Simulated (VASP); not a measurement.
# Lu (P2_1/m) in VASP: single point with PBE

Aim: the single point of Lu with PBE.

Program: VASP 6.6.1. These are calculated values, not measurements. Logs are shortened: lines on timing, memory, paths and dates and some standing lists are left out, and cuts for length are marked.

## 1. The cell of the first run

Symmetry: P2_1/m, No. 11, monoclinic system. Conventional cell: a = 3.480 Å, b = 5.567 Å, c = 3.510 Å, α = 90.00°, β = 119.14°, γ = 90.00°. Lu (site symmetry m) has 12 Lu at 3.43 to 3.54 Å within 4.5 Å.

## 2. Single point, PBE (xy shear strain of +2 %)

Input file INCAR:

```
  ALGO = Normal
  EDIFF = 1E-6
  ENCUT = 520
  GGA = PE
  ISIF = 2
  ISMEAR = -1
  LASPH = T
  LCHARG = F
  LREAL = F
  LWAVE = F
  NBANDS = 32
  NELM = 100
  PREC = Accurate
  SIGMA = 0.03
```

Input file KPOINTS:

```
k-points
0
Gamma
  13 13 8
```

Input file POSCAR:

```
Lu
1.0
    3.5098988894      0.0350989889      0.0000000000
   -1.7245528287      3.0221121086      0.0000000000
    0.0000000000      0.0000000000      5.5666000000
Lu
2
Direct
    0.3333333333      0.6666666667      0.2500000000
    0.6666666667      0.3333333333      0.7500000000
```

Potentials or basis: VASP PAW PBE potentials, release 64 (Lu).

Command:

```sh
> cat potpaw_PBE.64/Lu/POTCAR > POTCAR
> mpirun -np 1 vasp_std > vasp.out
```

OUTCAR:

```text
EDIFF = 1E-6
   ENCUT = 520
   GGA = PE
   ISIF = 2
   ISMEAR = -1
   LASPH = T
   LREAL = F
   NELM = 100
   PREC = Accurate

 ion  position               nearest neighbor table
   1  0.333  0.667  0.250-   2 3.43   2 3.43   2 3.44   2 3.44   2 3.45   2 3.45
   2  0.667  0.333  0.750-   1 3.43   1 3.43   1 3.44   1 3.44   1 3.45   1 3.45

  Warning from LATTYP: Monoclinic adjustment (A1->A3, A2->A1, A3->A2)!
  LATTYP: Found a simple monoclinic cell.
 ALAT       =     3.4795465302
 B/A-ratio  =     1.5998061677
 C/A-ratio  =     1.0087735139
 COS(beta)  =    -0.4869160342

  Lattice vectors:

 A1 = (  -1.7245528287,   3.0221121086,   0.0000000000)
 A2 = (   0.0000000000,   0.0000000000,   5.5666000000)
 A3 = (   3.5098988894,   0.0350989889,   0.0000000000)

Analysis of symmetry for initial positions (statically):
=====================================================================
 Subroutine PRICEL returns:
 Original cell was already a primitive cell.

 Routine SETGRP: Setting up the symmetry group for a
 simple monoclinic supercell.

 Subroutine GETGRP returns: Found  4 space group operations
 (whereof  2 operations were pure point group operations)
 out of a pool of  4 trial point group operations.

The static configuration has the point symmetry S_2 .
 The point group associated with its full space group is C_2h.

Analysis of symmetry for dynamics (positions and initial velocities):
=====================================================================
 Subroutine PRICEL returns:
 Original cell was already a primitive cell.

 Routine SETGRP: Setting up the symmetry group for a
 simple monoclinic supercell.

 Subroutine GETGRP returns: Found  4 space group operations
 (whereof  2 operations were pure point group operations)
 out of a pool of  4 trial point group operations.

The dynamic configuration has the point symmetry S_2 .
 The point group associated with its full space group is C_2h.

 Subroutine INISYM returns: Found  4 space group operations
 (whereof  2 operations are pure point group operations),
 and found     1 'primitive' translations

----------------------------------------------------------------------------------------

                                     Primitive cell

  volume of cell :      59.3836

  direct lattice vectors                    reciprocal lattice vectors
     3.509898889  0.035098989  0.000000000     0.283291901  0.161659076  0.000000000
    -1.724552829  3.022112109  0.000000000    -0.003290169  0.329016891  0.000000000
     0.000000000  0.000000000  5.566600000     0.000000000  0.000000000  0.179642870

  length of vectors
     3.510074380  3.479546530  5.566600000     0.326171670  0.329033341  0.179642870

  position of ions in fractional coordinates (direct lattice)
     0.333333333  0.666666667  0.250000000
     0.666666667  0.333333333  0.750000000

  ion indices of the primitive-cell ions
   primitive index   ion index
                 1           1
                 2           2

----------------------------------------------------------------------------------------

 KPOINTS: k-points

Automatic generation of k-mesh.
 Grid dimensions read from file:
 generate k-points for:   13   13    8

 Generating k-lattice:

  Cartesian coordinates                     Fractional coordinates (reciprocal lattice)
     0.021791685  0.012435314  0.000000000     0.076923077  0.000000000  0.000000000
    -0.000253090  0.025308992  0.000000000     0.000000000  0.076923077  0.000000000
     0.000000000  0.000000000  0.022455359     0.000000000  0.000000000  0.125000000

  Length of vectors
     0.025090128  0.025310257  0.022455359

  Shift w.r.t. Gamma in fractional coordinates (k-lattice)
     0.000000000  0.000000000  0.000000000

 Subroutine IBZKPT returns following result:
 ===========================================

 Found    425 irreducible k-points:

 Following reciprocal coordinates:
            Coordinates               Weight
  0.000000  0.000000  0.000000      1.000000
  0.076923  0.000000  0.000000      2.000000
  0.153846 -0.000000  0.000000      2.000000
  0.230769 -0.000000  0.000000      2.000000
  0.307692 -0.000000  0.000000      2.000000
  0.384615  0.000000  0.000000      2.000000
[... 16 lines left out ...]
  0.153846  0.153846  0.000000      2.000000
  0.230769  0.153846  0.000000      2.000000
 [... further k-points ...]
   k-points           NKPTS =    425   k-points in BZ     NKDIM =    425   number of bands    NBANDS=     32
   number of dos      NEDOS =    301   number of ions     NIONS =      2
   total plane-waves  NPLWV =  32928
   dimension x,y,z NGX =    28 NGY =   28 NGZ =   42
   dimension x,y,z NGXF=    56 NGYF=   56 NGZF=   84
   ions per type =               2
   NGX,Y,Z   is equivalent  to a cutoff of  13.26, 13.38, 12.54 a.u.
   NGXF,Y,Z  is equivalent  to a cutoff of  26.52, 26.76, 25.09 a.u.
 SYSTEM =  unknown system
   PREC   = accura    normal or accurate (medium, high low for compatibility)
   ISTART =      0    job   : 0-new  1-cont  2-samecut
   ICHARG =      2    charge: 1-file 2-atom 10-const
   ISPIN  =      1    spin polarized calculation?
   LNONCOLLINEAR =      F non collinear calculations
   LSORBIT =      F    spin-orbit coupling
   LASPH  =      T    aspherical Exc in radial PAW
   ENCUT  =  520.0 eV  38.22 Ry    6.18 a.u.   6.53  6.47 10.35*2*pi/ulx,y,z
   NELM   =    100;   NELMIN=  2; NELMDL= -5     # of ELM steps
   EDIFF  = 0.1E-05   stopping-criterion for ELM
   LREAL  =      F    real-space projection
   EDIFFG = 0.1E-04   stopping-criterion for IOM
   NSW    =      0    number of steps for IOM
   IBRION =     -1    ionic relax: 0-MD 1-quasi-New 2-CG
   NFREE  =      0    steps in history (QN), initial steepest desc. (CG)
   ISIF   =      2    stress and relaxation
   ISYM   =      2    0-nonsym 1-usesym 2-fastsym
   POTIM  = 0.5000    time-step for ionic-motion
   TEBEG  =    0.0;   TEEND  =   0.0 temperature during run
   PSTRESS=    0.0 pullay stress
   NELECT =      50.0000    total number of electrons
   NUPDOWN=      -1.0000    fix difference up-down
   EMIN   =  10.00;   EMAX   =-10.00  energy-range for DOS
   EFERMI =   0.00;   METHOD = LEGACY
   ISMEAR =    -1;   SIGMA  =   0.03  broadening in eV -4-tet -1-fermi 0-gaus
   EFERMI_NEDOS =   21; number of points for ismear=-14 and -15
   IALGO  =     38    algorithm
   IMIX   =      4    mixing-type and parameters
     AMIX     =   0.40;   BMIX     =  1.00
     AMIX_MAG =   1.60;   BMIX_MAG =  1.00
  volume/ion in A,a.u.               =      29.69       200.37
  Fermi-wavevector in a.u.,A,eV,Ry     =   1.545881  2.921291 32.514491  2.389748
  Thomas-Fermi vector in A             =   2.651196
   LORBIT       =      0    0 simple, 1 ext, 2 COOP (PROOUT), +10 PAW based schemes
   GGA     = PE    functional components
   LHFCALC =     F    Hartree Fock is set to
   AEXX    =    0.0000 exact exchange contribution
   IVDW    =     0    specifies the selected vdW correction
   LEPSILON=     F    determine dielectric tensor
   LRPA    =     F    only Hartree local field effects (RPA)
 non-spin polarized calculation
  energy-cutoff  :      520.00
  volume of cell :       59.38
 maximum number of plane-waves:      1625
 NGX is ok and might be reduce to    28
   NGX = 13   NGY = 13   NGZ = 21

 number of electron      49.9999998 magnetization

 Free energy of the ion-electron system (eV)
  ---------------------------------------------------
  ext. energy  EPLUGINS =         0.00000000
  ---------------------------------------------------
  free energy    TOTEN  =        -9.03939333 eV

  energy without entropy =       -9.02868986  energy(sigma->0) =       -9.03404159

 E-fermi :   2.1475     XC(G=0): -10.5727

 val. band max:        2.1472837503   @ k =  -0.2308   0.3846   0.0000
 cond. band min:       2.1508385148   @ k =  -0.3846   0.1538   0.1250
 fundamental gap:      0.0035547645
 Fermi energy:         2.1474858330

 k-point     1 :       0.0000    0.0000    0.0000
  band No.  band energies     occupation
      1     -54.0897      2.00000
      2     -54.0592      2.00000
      3     -25.0002      2.00000
      4     -24.6076      2.00000
      5     -24.6024      2.00000
      6     -24.5344      2.00000
[... 24 lines left out ...]
     31       5.5992      0.00000
     32       5.6827      0.00000

 k-point     2 :       0.0769    0.0000    0.0000
  band No.  band energies     occupation
      1     -54.0885      2.00000
      2     -54.0587      2.00000
      3     -24.9917      2.00000
      4     -24.6251      2.00000
      5     -24.6084      2.00000
      6     -24.5529      2.00000
[... 24 lines left out ...]
     31       5.3834      0.00000
     32       5.5426      0.00000

 k-point     3 :       0.1538   -0.0000    0.0000
  band No.  band energies     occupation
      1     -54.0850      2.00000
      2     -54.0575      2.00000
      3     -24.9670      2.00000
      4     -24.6744      2.00000
      5     -24.6240      2.00000
      6     -24.6040      2.00000
[... 24 lines left out ...]
     31       5.2719      0.00000
     32       5.6503      0.00000

 k-point     4 :       0.2308   -0.0000    0.0000
  band No.  band energies     occupation
      1     -54.0800      2.00000
      2     -54.0560      2.00000
      3     -24.9293      2.00000
      4     -24.7442      2.00000
      5     -24.6744      2.00000
      6     -24.6450      2.00000
[... 24 lines left out ...]
     31       5.7677      0.00000
     32       6.2277      0.00000

 k-point     5 :       0.3077   -0.0000    0.0000
  band No.  band energies     occupation
      1     -54.0743      2.00000
      2     -54.0548      2.00000
      3     -24.8835      2.00000
      4     -24.8185      2.00000
      5     -24.7465      2.00000
      6     -24.6667      2.00000
[... 584 lines left out ...]
     31       5.3011      0.00000
     32       5.5531      0.00000

 k-point    22 :       0.0769    0.1538    0.0000
  band No.  band energies     occupation
      1     -54.0817      2.00000
      2     -54.0564      2.00000
      3     -24.9432      2.00000
      4     -24.7080      2.00000
      5     -24.6674      2.00000
      6     -24.6233      2.00000
[... 24 lines left out ...]
     31       5.4910      0.00000
     32       6.0535      0.00000

 k-point    23 :       0.1538    0.1538    0.0000
  band No.  band energies     occupation
      1     -54.0772      2.00000
      2     -54.0553      2.00000
      3     -24.9077      2.00000
      4     -24.7472      2.00000
      5     -24.7324      2.00000
      6     -24.6453      2.00000
[... 24 lines left out ...]
     31       6.0322      0.00000
     32       6.7419      0.00000

 k-point    24 :       0.2308    0.1538    0.0000
  band No.  band energies     occupation
      1     -54.0719      2.00000
      2     -54.0543      2.00000
      3     -24.8640      2.00000
      4     -24.8065      2.00000
      5     -24.7752      2.00000
      6     -24.6801      2.00000
[... 24 lines left out ...]
     31       6.7803      0.00000
     32       7.5321      0.00000

 [... further k-points ...]
[... 5 lines left out ...]
  --------------------------------------------------------------------------------------
  -------------------------------------------------------------------------------------
  Total       -0.0711034     -0.0674971     -0.4800976     -0.2397009      0.0000000      0.0000000
  in kB       -1.9183793     -1.8210815    -12.9530990     -6.4671639      0.0000000      0.0000000
  external PRESSURE =      -5.5641866 kB  Pullay stress =       0.0000000 kB

 VOLUME and BASIS-vectors are now :
 -----------------------------------------------------------------------------
  energy-cutoff  :      520.00
  volume of cell :       59.38
      direct lattice vectors                 reciprocal lattice vectors
     3.509898889  0.035098989  0.000000000     0.283291901  0.161659076  0.000000000
    -1.724552829  3.022112109  0.000000000    -0.003290169  0.329016891  0.000000000
     0.000000000  0.000000000  5.566600000     0.000000000  0.000000000  0.179642870

 POSITION                                       TOTAL-FORCE (eV/Angst)
 -----------------------------------------------------------------------------------
      0.02026      2.02644      1.39165        -0.024715      0.000109     -0.000000
      1.76508      1.03077      4.17495         0.024715     -0.000109      0.000000
 -----------------------------------------------------------------------------------
    total drift:                               -0.000000      0.000000     -0.000000

  FREE ENERGIE OF THE ION-ELECTRON SYSTEM (eV)
  ---------------------------------------------------
  free  energy   TOTEN  =        -9.0393933263 eV

  energy  without entropy=       -9.0286898558  energy(sigma->0) =       -9.03404159
```

It took 8.1 min on 1 thread of Intel Xeon Platinum 8488C (Sapphire Rapids), shared host; peak memory 0.7 GiB.

What came out:

```yaml
Free_energy: -9.0394 eV
Pressure: -0.6 GPa
Largest_force: 0.025 eV/Å
Band_gap_on_the_k_mesh: zero (band 25 reaches 3.29 eV, above the bottom of band 26 at 1.54 eV)
```

Forces on the atoms (eV/Å):
```
Lu  -0.025  0.000  0.000
Lu   0.025  0.000  0.000
```

Stress tensor (GPa, compression positive):
```
-0.19 -0.65  0.00
-0.65 -0.18  0.00
 0.00  0.00 -1.30
```

Caveat: the cell differs from its parent crystal (xy shear strain of +2 %); spin-orbit coupling is left out, which moves the levels of the heavy elements.
